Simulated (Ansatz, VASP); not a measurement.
Sn: VASP beside Ansatz

```
CELL_PARAMETERS angstrom
-1.87240 1.87240 1.87240
1.87240 -1.87240 1.87240
1.87240 1.87240 -1.87240
ATOMIC_POSITIONS crystal
Sn 0.00000 0.00000 0.00000
```

Alike in both runs: functional PBEsol; k mesh 16 × 16 × 16; occupations gaussian, width 0.1 eV; no spin polarisation.

Ansatz relaxed the structure, and its values are those at the end. VASP's run is a single point on that final structure, the one shown.

```csv
,VASP,Ansatz
version,VASP 6.6.1,Ansatz 0.2.0
potentials or method,"VASP PAW PBE potentials, release 64 (Sn_d), cutoff 520 eV","scalar-relativistic, plane waves, PAW"
valence electrons in the cell,14,14
```

|  | VASP | Ansatz | Ansatz less VASP |
| --- | --- | --- | --- |
| gap on the k mesh at the Fermi level (eV) | none | none | - |
| pressure (GPa) | -0.1 | 0.0 | +0.04 |

VASP's potentials were made for PBE, not for PBEsol. A gap of «none» marks a metal or a gap that the smearing closes. With one functional, cell and mesh, what is left measures potentials, basis and numerics.
